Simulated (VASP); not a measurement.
# AlNi (P-6m2) in VASP: a series of runs, part 2 of 2

VASP 6.6.1.

## Step 3: Single point, PBE

This run uses another cell than the first one, of 12.58 Å³/atom.

Input file INCAR:

```
SYSTEM = AlNi
ALGO = Fast
EDIFF = 1E-6
ENCUT = 520
GGA = PE
ISIF = 2
ISMEAR = 0
LASPH = .True.
LCHARG = .False.
LREAL = .False.
LWAVE = .False.
NBANDS = 14
NELM = 60
PREC = Accurate
SIGMA = 0.1
```

Input file KPOINTS:

```
k-points
0
Gamma
  24 24 14
  0 0 0
```

Input file POSCAR:

```
AlNi
1.0
    2.7587042904      0.0000000030      0.0000000000
   -1.3793521478      2.3891079955      0.0000000000
    0.0000000000      0.0000000000      3.8182157146
Al Ni
1 1
Direct
    0.3333333333      0.6666666667      0.0000000000
    0.6666666667      0.3333333333      0.5000000000
```

Potentials or basis: VASP PAW PBE potentials, release 64 (Al, Ni).

Started as:

```
> cat potpaw_PBE.64/Al/POTCAR potpaw_PBE.64/Ni/POTCAR > POTCAR
> mpirun -np 1 vasp_std > vasp.out
```

OUTCAR:

```text
SYSTEM = AlNi
   EDIFF = 1E-6
   ENCUT = 520
   GGA = PE
   ISIF = 2
   ISMEAR = 0
   LASPH = .True.
   LREAL = .False.
   NELM = 60
   PREC = Accurate

 ion  position               nearest neighbor table
   1  0.333  0.667  0.000-   2 2.49   2 2.49   2 2.49   2 2.49   2 2.49   2 2.49
   2  0.667  0.333  0.500-   1 2.49   1 2.49   1 2.49   1 2.49   1 2.49   1 2.49

  LATTYP: Found a hexagonal cell.
 ALAT       =     2.7587042904
 C/A-ratio  =     1.3840612522

  Lattice vectors:

 A1 = (   2.7587042904,   0.0000000030,   0.0000000000)
 A2 = (  -1.3793521478,   2.3891079955,   0.0000000000)
 A3 = (   0.0000000000,   0.0000000000,   3.8182157146)

Analysis of symmetry for initial positions (statically):
=====================================================================
 Subroutine PRICEL returns:
 Original cell was already a primitive cell.

 Routine SETGRP: Setting up the symmetry group for a
 hexagonal supercell.

 Subroutine GETGRP returns: Found 12 space group operations
 (whereof 12 operations were pure point group operations)
 out of a pool of 24 trial point group operations.

The static configuration has the point symmetry D_3h.

[... 176 lines left out ...]
      6       7.8854      2.00000
      7       7.8854      2.00000
      8      12.2729      0.00000
      9      21.8846      0.00000
     10      21.8846      0.00000
     11      23.5327      0.00000
     12      23.5327      0.00000
     13      25.3868      0.00000
     14      27.5729      0.00000
[... 377 lines left out ...]
      1       3.7173      2.00000
      2       5.1584      2.00000
      3       6.1571      2.00000
      4       6.4201      2.00000
      5       7.5856      2.00000
      6       8.6879      2.00000
      7       9.6120      0.00000
      8      13.8655      0.00000
      9      15.2500      0.00000
     10      16.5202      0.00000
     11      17.1454      0.00000
     12      18.8569      0.00000
     13      21.6910      0.00000
     14      25.6885      0.00000

 [... further k-points ...]

------------------------ aborting loop because EDIFF is reached ----------------------------------------

  FORCE on cell =-STRESS in cart. coord.  units (eV):
  Direction    XX          YY          ZZ          XY          YZ          ZX
  --------------------------------------------------------------------------------------
  -------------------------------------------------------------------------------------
  Total        0.0310137      0.0310137      0.0116387     -0.0000000      0.0000000      0.0000000
  in kB        1.9745230      1.9745230      0.7409952     -0.0000000      0.0000000      0.0000000
  external PRESSURE =       1.5633471 kB  Pullay stress =       0.0000000 kB

 VOLUME and BASIS-vectors are now :
 -----------------------------------------------------------------------------
  energy-cutoff  :      520.00
  volume of cell :       25.17
      direct lattice vectors                 reciprocal lattice vectors
     2.758704290  0.000000003  0.000000000     0.362489014  0.209283131  0.000000000
    -1.379352148  2.389107995  0.000000000    -0.000000000  0.418566260  0.000000000
     0.000000000  0.000000000  3.818215715     0.000000000  0.000000000  0.261902437

 POSITION                                       TOTAL-FORCE (eV/Angst)
 -----------------------------------------------------------------------------------
     -0.00000      1.59274      0.00000        -0.000000      0.000000      0.000000
      1.37935      0.79637      1.90911         0.000000     -0.000000      0.000000
 -----------------------------------------------------------------------------------
    total drift:                               -0.000000      0.000000      0.000000

  FREE ENERGIE OF THE ION-ELECTRON SYSTEM (eV)
  ---------------------------------------------------
  free  energy   TOTEN  =       -10.1619149408 eV

  energy  without entropy=      -10.1591070228  energy(sigma->0) =      -10.16051098
```

OSZICAR:

```text
N       E                     dE             d eps       ncg     rms          rms(c)
DAV:   1     0.387440861035E+02    0.38744E+02   -0.56174E+03 13744   0.100E+03
DAV:   2    -0.100205579457E+02   -0.48765E+02   -0.43603E+02 14324   0.175E+02
DAV:   3    -0.116860105253E+02   -0.16655E+01   -0.16520E+01 17118   0.360E+01
DAV:   4    -0.117072990894E+02   -0.21289E-01   -0.21283E-01 16036   0.371E+00
DAV:   5    -0.117079357936E+02   -0.63670E-03   -0.63669E-03 17506   0.699E-01    0.121E+01
RMM:   6    -0.144205183971E+02   -0.27126E+01   -0.15523E+01 16613   0.495E+01    0.190E+01
RMM:   7    -0.101995112875E+02    0.42210E+01   -0.42027E+00 15419   0.252E+01    0.118E+00
RMM:   8    -0.101735160389E+02    0.25995E-01   -0.11047E-01 14313   0.335E+00    0.777E-01
RMM:   9    -0.101648427868E+02    0.86733E-02   -0.21887E-02 15237   0.851E-01    0.481E-01
RMM:  10    -0.101621025230E+02    0.27403E-02   -0.49747E-03 16707   0.837E-01    0.173E-01
RMM:  11    -0.101619213099E+02    0.18121E-03   -0.70747E-04 18384   0.324E-01    0.600E-02
RMM:  12    -0.101619207802E+02    0.52970E-06   -0.20713E-04 19063   0.144E-01    0.502E-02
RMM:  13    -0.101619163747E+02    0.44055E-05   -0.51666E-05 20143   0.563E-02    0.139E-02
RMM:  14    -0.101619147789E+02    0.15958E-05   -0.79759E-06 17032   0.264E-02    0.857E-03
RMM:  15    -0.101619149408E+02   -0.16192E-06   -0.20619E-06 10551   0.108E-02
   1 F= -.10161915E+02 E0= -.10160511E+02  d E =-.280792E-02
```

Wall time 1.9 min (1 thread of AMD EPYC 9R45 (Zen 5), shared host); peak memory 0.26 GiB.

What came out:

| Property | Result |
| --- | --- |
| Free energy | -10.1619 eV |
| Pressure | 0.2 GPa |
| Band gap on the k mesh | zero (an odd number of electrons rules out a gap without spin polarisation) |

Stress tensor (GPa, compression positive):
```
0.20 0.00 0.00
0.00 0.20 0.00
0.00 0.00 0.07
```

Levels at points of the mesh, in eV from the Fermi level:
| k point | band 5 | band 6 | band 7 | band 8 | band 9 | band 10 |
| --- | --- | --- | --- | --- | --- | --- |
| (0.00, 0.00, 0.00) | -1.39 | -1.38 | -1.38 | 3.01 | 12.62 | 12.62 |
| (0.50, 0.00, 0.00) | -1.65 | -0.57 | 0.33 | 4.62 | 6.24 | 7.39 |
| (0.00, 0.00, 0.50) | -1.73 | -1.46 | -1.46 | 10.40 | 14.00 | 14.00 |
| (0.50, 0.00, 0.50) | -1.79 | -1.04 | -0.57 | 1.44 | 2.44 | 9.81 |

Spin polarisation is off, so any magnetic state and its effect on volume and gap are missing.

## Step 4: Relaxation of cell and atoms, PBE

Input file INCAR:

```
PREC = Accurate ; ENCUT = 600
EDIFF = 1E-7 ; ISMEAR = 0
SIGMA = 0.1 ; LREAL = False
LASPH = True ; NELM = 80
ALGO = Fast ; ISIF = 3
LWAVE = False ; LCHARG = False
GGA = PE ; IBRION = 2
NSW = 100 ; EDIFFG = -0.01
```

Input file KPOINTS:

```
Automatic mesh
0
Gamma
  24 24 14
```

Input file POSCAR:

```
AlNi
1.0
    2.6636214700      0.0000000000      0.0000000000
   -1.3318107400      2.3067638600      0.0000000000
    0.0000000000      0.0000000000      4.1775485700
Al Ni
1 1
Direct
    0.3333333300      0.6666666700      0.0000000000
    0.6666666700      0.3333333300      0.5000000000
```

Started as:

```
> cat potpaw_PBE.64/Al/POTCAR potpaw_PBE.64/Ni/POTCAR > POTCAR
> mpirun -np 1 vasp_std > vasp.out
```

Run time: 8 min. Hardware: 1 thread of AMD EPYC 9R45 (Zen 5), shared host; peak memory 0.3 GiB.

The run converged. Its results:

| Property | Result |
| --- | --- |
| Free energy | -10.1617 eV |
| Relaxed volume | 12.59 Å³/atom |
| Relaxed cell | a = 2.760 Å, b = 2.760 Å, c = 3.816 Å, α = 90.00°, β = 90.00°, γ = 120.00° |
| Space group after relaxing (to 0.1 Å) | P-6m2 (No. 187) |
| Energy gained by relaxing | 83.3 meV/atom |
| Ionic steps | 7 |
| Pressure after relaxing | 0.0 GPa |
| Band gap on the k mesh | zero (an odd number of electrons rules out a gap without spin polarisation) |

Step by step:
```csv
step,energy change (eV),largest force (eV/Å),pressure (GPa),volume (Å³)
1,0.0000,0.0000,-3.66,25.67
2,-0.1517,0.0000,3.79,24.52
3,-0.1530,0.0000,4.25,24.41
4,-0.1650,0.0000,-1.59,25.47
5,-0.1663,0.0000,-0.25,25.21
6,-0.1663,0.0000,-0.36,25.22
7,-0.1665,0.0000,0.04,25.19
```

Final structure:
```xyz
2
Lattice="2.7605 0.0000 0.0000 -1.3802 2.3906 0.0000 0.0000 0.0000 3.8163" Properties=species:S:1:pos:R:3 pbc="T T T"
Al    0.0000    1.5938    0.0000
Ni    1.3802    0.7969    1.9082
```

Levels at points of the mesh, in eV from the Fermi level:
```
           k point  band 3  band 4  band 5  band 6  band 7  band 8  band 9  band 10
(0.00, 0.00, 0.00)   -1.75   -1.75   -1.38   -1.38   -1.37    3.02   12.60    12.60
(0.50, 0.00, 0.00)   -3.11   -2.85   -1.66   -0.57    0.33    4.62    6.25     7.79
(0.00, 0.00, 0.50)   -2.31   -1.73   -1.73   -1.46   -1.46   10.42   13.99    14.43
(0.50, 0.00, 0.50)   -3.17   -1.90   -1.80   -1.04   -0.57    1.44    2.43     9.79
```

Spin polarisation is off, so any magnetic state and its effect on volume and gap are missing.
